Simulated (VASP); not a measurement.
Write the native input for VASP 6.6.1 that does the following.

* Task: single point
* Functional: LDA
* Potentials or basis: VASP PAW LDA potentials, release 64 (W_sv, S)
* Cutoff: 520 eV
* k mesh: 11 × 11 × 11
* Occupations: fermi-dirac, width 0.1 eV
* Spin: no spin polarisation
* Dipole correction: no
* Further INCAR settings: ALGO = Normal; EDIFF = 1e-06; NBANDS = 20

The structure of WS2 lies in POSCAR:

```
WS2
1.0
    1.5997786986      0.9236325863      6.2444387878
   -1.5997786986      0.9236325863      6.2444387878
    0.0000000000     -1.8472651725      6.2444387878
W S
1 2
Direct
    0.0000000000      0.0000000000      0.0000000000
    0.2497000000      0.2497000000      0.2497000000
    0.4190000000      0.4190000000      0.4190000000
```

One way to write it, as run:

INCAR

```
PREC = Accurate
ENCUT = 520
EDIFF = 1E-6
ISMEAR = -1
SIGMA = 0.1
LREAL = False
LASPH = True
NELM = 60
ALGO = Normal
ISIF = 2
LWAVE = False
LCHARG = False
GGA = CA
NBANDS = 20
```

KPOINTS

```
regular mesh
0
Gamma
  11 11 11
```

Potentials or basis: VASP PAW LDA potentials, release 64 (W_sv, S).

The run is started by

```console
$ cat potpaw_LDA.64/W_sv/POTCAR potpaw_LDA.64/S/POTCAR > POTCAR
$ mpirun -np 1 vasp_std > vasp.out
```

Results of the run:

| Quantity | Value |
| --- | --- |
| Pressure | -9.1 GPa |
| Largest force | 1.141 eV/Å |
| Band gap on the k mesh | 0.99 eV (least direct gap 2.01 eV) |

Caveat: the cell stands under tension; spin-orbit coupling is left out, which moves the levels of the heavy elements; forces of over 1 eV/Å act on the atoms, so gaps and moduli don't describe the material at rest.

Run time: 5.4 min on 1 thread of AMD EPYC 9R45 96-Core Processor (Zen 5), on a shared host, peak memory 0.33 GiB.
